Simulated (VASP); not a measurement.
BePd, 2 atoms in the cell. The structure is tetragonal, space group P4/mmm (No. 123). The conventional cell has a = 2.729 Å, b = 2.729 Å, c = 2.897 Å, α = 90.00°, β = 90.00°, γ = 90.00°. Be (site symmetry 4/mmm) has 8 Pd at 2.41 Å and 6 Be at 2.73 to 2.90 Å within 3.2 Å. Pd (site symmetry 4/mmm) has 8 Be at 2.41 Å and 6 Pd at 2.73 to 2.90 Å within 3.2 Å.  This cell differs from its parent crystal: strain -0.030 along x and y, +0.030 along z.

* Program: VASP 6.6.1
* Task: single point
* Functional: r2SCAN
* Potentials or basis: VASP PAW PBE potentials, release 64 (Be, Pd)
* Cutoff: 520 eV
* k mesh: 16 × 16 × 16
* Occupations: gaussian, width 0.15 eV
* Spin: no spin polarisation
* Dipole correction: no
* Further INCAR settings: ALGO = Normal; EDIFF = 1e-06; NBANDS = 13

Potentials or basis: VASP PAW PBE potentials, release 64 (Be, Pd).

Launch:

```console
$ cat potpaw_PBE.64/Be/POTCAR potpaw_PBE.64/Pd/POTCAR > POTCAR
$ cp INCAR.step1 INCAR
$ mpirun -np 1 vasp_std > vasp.out
$ cp INCAR.step2 INCAR
$ mpirun -np 1 vasp_std > vasp.out
```

Hardware: 1 thread of Intel(R) Xeon(R) 6975P-C (Granite Rapids) (shared host).

Q: How long does it take, and how much memory?

A: Run time: 100 s on 1 thread of Intel(R) Xeon(R) 6975P-C (Granite Rapids), on a shared host, peak memory 0.23 GiB. Counts: k points 405.
